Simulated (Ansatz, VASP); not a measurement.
# CrI3: VASP beside Ansatz

INCAR

```
ALGO = Normal
EDIFF = 1E-6
ENCUT = 520
GGA = PE
ISIF = 2
ISMEAR = 0
IVDW = 12
LASPH = T
LCHARG = T
LELF = T
LREAL = F
LVHAR = T
LWAVE = F
NBANDS = 43
NELM = 80
PREC = Accurate
SIGMA = 0.05
```

KPOINTS

```
k-points
0
Gamma
  6 6 6
```

The input POSCAR:

```
CrI3
1.0
    3.3104651533      1.9112979474      6.3256315316
   -3.3104651533      1.9112979474      6.3256315316
    0.0000000000     -3.8225958948      6.3256315316
Cr I
2 6
Direct
    0.1668696808      0.1668696808      0.1668696808
    0.8331303192      0.8331303192      0.8331303192
    0.7646498057      0.0740293011      0.4194585515
    0.4194585515      0.7646498057      0.0740293011
    0.0740293011      0.4194585515      0.7646498057
    0.5805414485      0.2353501943      0.9259706989
    0.9259706989      0.5805414485      0.2353501943
    0.2353501943      0.9259706989      0.5805414485
```

Input for Ansatz:

```yaml
crystal:
  lattice:
    - [3.3104651533, 1.9112979474, 6.3256315316]
    - [-3.3104651533, 1.9112979474, 6.3256315316]
    - [0.0, -3.8225958948, 6.3256315316]
  atoms:
    - { symbol: Cr, position: [0.1668696808, 0.1668696808, 0.1668696808] }
    - { symbol: Cr, position: [0.8331303192, 0.8331303192, 0.8331303192] }
    - { symbol: I, position: [0.7646498057, 0.0740293011, 0.4194585515] }
    - { symbol: I, position: [0.4194585515, 0.7646498057, 0.0740293011] }
    - { symbol: I, position: [0.0740293011, 0.4194585515, 0.7646498057] }
    - { symbol: I, position: [0.5805414485, 0.2353501943, 0.9259706989] }
    - { symbol: I, position: [0.9259706989, 0.5805414485, 0.2353501943] }
    - { symbol: I, position: [0.2353501943, 0.9259706989, 0.5805414485] }
basis:
  ecutwfc: 420
  ecutrho_ratio: 4
kpoints:
  mp_grid: { grid: [6, 6, 6] }
  band_path:
    path:
      - [[0.0, 0.0, 0.0], [-0.5, -0.5, -0.5], [-0.5, -0.22753028, -0.77246972]]
      - [[-0.22753028, 0.22753028, -0.5], [0.0, 0.0, -0.5], [0.0, 0.0, 0.0], [0.0, 0.36376514, -0.36376514]]
      - [[-0.36376514, 0.0, -0.63623486], [-0.5, 0.0, -0.5], [0.0, 0.0, 0.0]]
    npoints: 14
hamiltonian:
  xc: pbe
  dispersion: d3bj
scf:
  occupations: { method: gaussian, width: 0.05 }
  n_extra_bands: 28
output:
  forces: true
  stress: true
  eigenvalues: true
  populations: true
  dos: { projected: true, de: 0.02, nscf_kmesh: { grid: [9, 9, 9] } }
  bader: true
```

Alike in both runs: task single point; functional PBE; dispersion D3(BJ); k mesh 6 × 6 × 6; occupations gaussian, width 0.05 eV; no spin polarisation.

```csv
,VASP,Ansatz
version,VASP 6.6.1,Ansatz 0.2.0
potentials or method,"VASP PAW PBE potentials, release 64 (Cr_pv, I), cutoff 520 eV","scalar-relativistic, plane waves, PAW"
valence electrons in the cell,66,130
```

|  | VASP | Ansatz | Ansatz less VASP |
| --- | --- | --- | --- |
| gap on the k mesh at the Fermi level (eV) | none | none | - |
| pressure (GPa) | -0.1 | 0.0 | +0.07 |

A gap of «none» marks a metal or a gap that the smearing closes. VASP's potentials hold 66 valence electrons a cell and Ansatz's 130, so a difference there can come from the potentials and not from the codes.

Neither program's run includes spin-orbit coupling.
